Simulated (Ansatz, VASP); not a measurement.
## One calculation of TaN, two programs

```xyz
4
Lattice="3.0601 0.0000 0.0000 -1.5301 2.6502 0.0000 0.0000 0.0000 4.9564" Properties=species:S:1:pos:R:3 pbc="T T T"
Ta    0.0000    1.7668    0.0000
Ta    1.5301    0.8834    2.4782
N     0.0000    1.7668    1.9082
N     1.5301    0.8834    4.3864
```

Change from the starting cell: volume scaled by 1.01.

Alike in both runs: task single point; functional PBEsol; k mesh 9 × 9 × 5; occupations fermi-dirac, width 0.01 eV; no spin polarisation.

```csv
,VASP,Ansatz
version,VASP 6.6.1,Ansatz 0.2.0
potentials or method,"VASP PAW PBE potentials, release 64 (Ta_pv, N), cutoff 520 eV","all-electron LAPW, scalar-relativistic"
```

Ansatz gave:

| Item | Value |
| --- | --- |
| pressure (GPa) | 116.9 |
| traceless stress, the component that is largest in VASP (GPa) | -15.38 |
| rms of the force components (eV/Å) | 1.294 |

Task: What did VASP give for the same quantities?

Result: Pressure (GPa): 122.4; traceless stress, the component that is largest in VASP (GPa): -16.05; rms of the force components (eV/Å): 1.324.

VASP's potentials were made for PBE, not for PBEsol. Atom by atom the forces differ by 0.030 eV/Å (rms over components). Both programs put the cell under a high pressure, so it lies far from rest at this level. Ansatz ran all-electron here, and VASP with PAW potentials.

Spin-orbit coupling is off throughout. Noted on VASP's run: the cell as given lies far from equilibrium.
